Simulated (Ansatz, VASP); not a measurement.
**Two plane-wave programs on Yb**

```
Yb
1.0
     0.00000    2.45695    2.45695
     2.45695    0.00000    2.45695
     2.45695    2.45695    0.00000
Yb
1
Direct
  0.00000 0.00000 0.00000
```

Alike in both runs: task single point; functional LDA; k mesh 18 × 18 × 18; occupations fermi-dirac, width 0.1 eV; no spin polarisation.

|  | VASP | Ansatz |
| --- | --- | --- |
| version | VASP 6.6.1 | Ansatz 0.2.0 |
| potentials or method | VASP PAW PBE potentials, release 64 (Yb), cutoff 520 eV | plane waves (420 eV) with PAW, scalar-relativistic |
| valence electrons in the cell | 24 | 24 |

```tsv
	VASP	Ansatz	Ansatz less VASP
pressure (GPa)	-0.4	0.0	+0.42
```

VASP's potentials were made for PBE, not for LDA, and Ansatz warns of the same on its side. LDA's correlation is that of Perdew and Zunger in VASP and of Perdew and Wang (1992) in Ansatz.

Neither program's run includes spin-orbit coupling.
